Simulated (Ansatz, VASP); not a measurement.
# Rb in VASP and in Ansatz

```
Rb
1.0
    -2.85735    2.85735    2.65453
     2.85735   -2.85735    2.65453
     2.85735    2.85735   -2.65453
Rb
1
Cartesian
  0.0000 0.0000 0.0000
```

Alike in both runs: functional PBEsol; k mesh 12 × 12 × 12; occupations gaussian, width 0.1 eV; no spin polarisation.

Ansatz relaxed the structure, and its values are those at the end. VASP's run is a single point on that final structure, the one shown.

```csv
,VASP,Ansatz
version,VASP 6.6.1,Ansatz 0.2.0
potentials or method,"VASP PAW PBE potentials, release 64 (Rb_sv), cutoff 520 eV","scalar-relativistic, plane waves, PAW"
valence electrons in the cell,9,9
```

```csv
,VASP,Ansatz,Ansatz less VASP
gap on the k mesh at the Fermi level (eV),none,none,-
pressure (GPa),0.0,0.0,0.00
```

VASP's potentials were made for PBE, not for PBEsol. A gap of «none» marks a metal or a gap that the smearing closes.
